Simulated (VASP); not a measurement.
Set up this calculation in VASP 6.6.1, as the native input.

| Quantity | Value |
| --- | --- |
| Task | single point |
| Functional | LDA |
| Potentials or basis | VASP PAW LDA potentials, release 64 (Sr_sv, Bi_d, N) |
| Cutoff | 600 eV |
| k mesh | 3 × 3 × 3 |
| Occupations | fermi-dirac, width 0.15 eV |
| Spin | no spin polarisation |
| Dipole correction | no |
| Further INCAR settings | ALGO = Normal; EDIFF = 1e-06; NBANDS = 33 |

The structure of Sr3BiN lies in POSCAR:

```
Sr3BiN
1.0
    5.2349399300      0.0000000000      0.0000000000
    0.0000000000      5.2349399300      0.0000000000
    0.0000000000      0.0000000000      5.2349399300
Sr Bi N
3 1 1
Direct
    0.5000000010      0.5000000010      0.0000000000
    0.0000000000      0.5000000010      0.5000000010
    0.5000000010      0.0000000000      0.5000000010
    0.0000000000      0.0000000000      0.0000000000
    0.5000000010      0.5000000010      0.5000000010
```

These files were run (other wordings do the same):

INCAR

```
PREC = Accurate
ENCUT = 600
EDIFF = 1E-6
ISMEAR = -1
SIGMA = 0.15
LREAL = F
LASPH = T
NELM = 120
ALGO = Normal
ISIF = 2
LWAVE = F
LCHARG = F
GGA = CA
NBANDS = 33
GGA_COMPAT = F
```

KPOINTS

```
regular mesh
0
Gamma
  3 3 3
```

Potentials or basis: VASP PAW LDA potentials, release 64 (Sr_sv, Bi_d, N).

Run with:

```sh
$ cat potpaw_LDA.64/Sr_sv/POTCAR potpaw_LDA.64/Bi_d/POTCAR potpaw_LDA.64/N/POTCAR > POTCAR
$ mpirun -np 1 vasp_std > vasp.out
```

Results of the run:

```json
{
 "Pressure": "-3.0 GPa",
 "Band gap on the k mesh": "0.26 eV"
}
```

Caveat: the cell stands under tension; spin-orbit coupling is left out, which moves the levels of the heavy elements.

It took 55 s on 1 thread of Intel Xeon 8259CL, on a shared host, peak memory 0.22 GiB.
